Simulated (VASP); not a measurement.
Te2Mo, 9 atoms in the cell. The cell holds a slab with vacuum, 9 atoms: a = 3.493 Å, b = 3.493 Å, c = 30.523 Å, α = 90.00°, β = 90.00°, γ = 120.00°. 

- Program: VASP 6.6.1
- Task: single point
- Functional: PBEsol
- Potentials or basis: VASP PAW PBE potentials, release 64 (Te, Mo_sv)
- Cutoff: 520 eV
- k mesh: 9 × 9 × 1
- Occupations: fermi-dirac, width 0.05 eV
- Spin: no spin polarisation
- Dipole correction: no
- Further INCAR settings: ALGO = Normal; EDIFF = 1e-06; NBANDS = 49

Potentials or basis: VASP PAW PBE potentials, release 64 (Te, Mo_sv).

Run with:

```bash
$ cat potpaw_PBE.64/Te/POTCAR potpaw_PBE.64/Mo_sv/POTCAR > POTCAR
$ mpirun -np 1 vasp_std > vasp.out
```

Hardware: 1 thread of Intel Xeon 8259CL, with other jobs on the host.

How long does it take, and how much memory?

Run time: 13 min on 1 thread of Intel Xeon 8259CL, on a shared host, peak memory 0.52 GiB. Counts: scf iterations 26, k points 12.
